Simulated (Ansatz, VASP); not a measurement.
**Pt in VASP and in Ansatz**

```xyz
1
Lattice="-1.6775 1.5604 1.6775 1.4434 -1.5604 1.4434 1.6775 1.5604 -1.6775" Properties=species:S:1:pos:R:3 pbc="T T T"
Pt    0.0000    0.0000    0.0000
```

Change from the starting cell: engineering shear strain xz -0.1500, engineering shear strain yz +0.0000.

Alike in both runs: task single point; functional PBEsol; k mesh 20 × 20 × 20; occupations gaussian, width 0.15 eV; no spin polarisation.

```csv
,VASP,Ansatz
version,VASP 6.6.1,Ansatz 0.2.0
potentials or method,"VASP PAW PBE potentials, release 64 (Pt), cutoff 520 eV","scalar-relativistic, plane waves, PAW"
valence electrons in the cell,10,18
```

```tsv
	VASP	Ansatz	Ansatz less VASP
gap on the k mesh at the Fermi level (eV)	none	none	-
pressure (GPa)	8.6	8.9	+0.34
traceless stress, the component that is largest in VASP (GPa)	26.27	26.39	+0.128
```

VASP's potentials were made for PBE, not for PBEsol, and Ansatz warns of the same on its side. A gap of «none» marks a metal or a gap that the smearing closes. VASP's potentials hold 10 valence electrons a cell and Ansatz's 18, so a difference there can come from the potentials and not from the codes.

Spin-orbit coupling is off throughout.
